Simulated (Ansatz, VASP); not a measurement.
## Two plane-wave programs on BiTe

Contents of INCAR:

```
ALGO     = Normal         # electronic algorithm
EDIFF    = 1E-6           # SCF threshold, eV
ENCUT    = 520            # plane-wave cutoff, eV
GGA      = PS             # functional
ISIF     = 2              # what is computed and relaxed
ISMEAR   = 0              # smearing method
LASPH    = True           # aspherical terms in the spheres
LCHARG   = False          # write CHGCAR
LREAL    = False          # projectors in reciprocal space
LWAVE    = False          # write WAVECAR
NBANDS   = 18             # bands
NELM     = 100            # most SCF steps
PREC     = Accurate       # precision mode
SIGMA    = 0.15           # smearing width, eV
```

The input KPOINTS:

```
k-points
0
Gamma
  12 12 12
```

POSCAR

```
BiTe
1.0
    2.6097828348      1.5067588222      2.8587555455
   -2.6097828348      1.5067588222      2.8587555455
    0.0000000000     -3.0135176444      2.8587555455
Bi Te
1 1
Direct
    0.5000000000      0.5000000000      0.5000000000
    0.0000000000      0.0000000000      0.0000000000
```

Input for Ansatz:

```yaml
crystal:
  lattice:
    - [2.6097828348, 1.5067588222, 2.8587555455]
    - [-2.6097828348, 1.5067588222, 2.8587555455]
    - [0.0, -3.0135176444, 2.8587555455]
  atoms:
    - { symbol: Bi, position: [0.5, 0.5, 0.5] }
    - { symbol: Te, position: [0.0, 0.0, 0.0] }
basis:
  ecutwfc: 420
kpoints:
  mp_grid: { grid: [12, 12, 12] }
hamiltonian:
  xc: pbesol
scf:
  occupations: { method: gaussian, width: 0.15 }
output:
  forces: true
  stress: true
  eigenvalues: true
```

Alike in both runs: task single point; functional PBEsol; k mesh 12 × 12 × 12; occupations gaussian, width 0.15 eV; no spin polarisation.

|  | VASP | Ansatz |
| --- | --- | --- |
| version | VASP 6.6.1 | Ansatz 0.2.0 |
| potentials or method | VASP PAW PBE potentials, release 64 (Bi_d, Te), cutoff 520 eV | scalar-relativistic, plane waves, PAW |
| valence electrons in the cell | 21 | 31 |

VASP gave:

| Quantity | Value |
| --- | --- |
| gap on the k mesh at the Fermi level (eV) | none |
| pressure (GPa) | -5.0 |
| traceless stress, the component that is largest in VASP (GPa) | 3.49 |

Estimate Ansatz's values.

gap on the k mesh at the Fermi level (eV): none; pressure (GPa): -4.9; traceless stress, the component that is largest in VASP (GPa): 3.50.

VASP's potentials were made for PBE, not for PBEsol. A gap of «none» marks a metal or a gap that the smearing closes. VASP's potentials hold 21 valence electrons a cell and Ansatz's 31, so a difference there can come from the potentials and not from the codes.

Spin-orbit coupling is off throughout.
